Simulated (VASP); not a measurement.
Crystal: GaO.

```
CELL_PARAMETERS angstrom
3.25658 0.00000 0.00000
0.00000 3.25658 0.00000
0.00000 0.00000 3.25658
ATOMIC_POSITIONS crystal
Ga 0.50000 0.50000 0.50000
O 0.00000 0.00000 0.00000
```

- Program: VASP 6.6.1
- Task: relaxation of cell and atoms
- Functional: PBE
- Potentials or basis: VASP PAW PBE potentials, release 64 (Ga_d, O)
- Cutoff: 600 eV
- k mesh: 6 × 6 × 6
- Occupations: gaussian, width 0.1 eV
- Spin: no spin polarisation

At the start: pressure -17.5 GPa; volume 17.27 Å³/atom.

Problem. Where does the relaxation end?

Solution. Over 6 steps the energy falls by 494.0 meV/atom and the volume is 11.44 Å³/atom (-33.7 %); space group Pm-3m (No. 221, to 0.05 Å).

The path:
```tsv
step	energy change (eV)	largest force (eV/Å)	pressure (GPa)	volume (Å³)
1	0.0000	0.0000	-17.51	34.54
2	-0.8617	0.0000	-11.05	25.94
3	-0.9846	0.0000	-2.28	23.26
4	-0.9878	0.0000	0.65	22.68
5	-0.9879	0.0000	-0.59	22.89
6	-0.9879	0.0000	-0.40	22.88
```

Final structure:
```
CELL_PARAMETERS angstrom
2.83908 0.00000 0.00000
0.00000 2.83908 0.00000
0.00000 0.00000 2.83908
ATOMIC_POSITIONS crystal
Ga 0.50000 0.50000 0.50000
O 0.00000 0.00000 0.00000
```

Caveat: the volume moved by over 15 % at a fixed basis, so the end points are rough; an odd number of electrons without spin polarisation forces a metal; a magnetic or distorted state may lie lower.
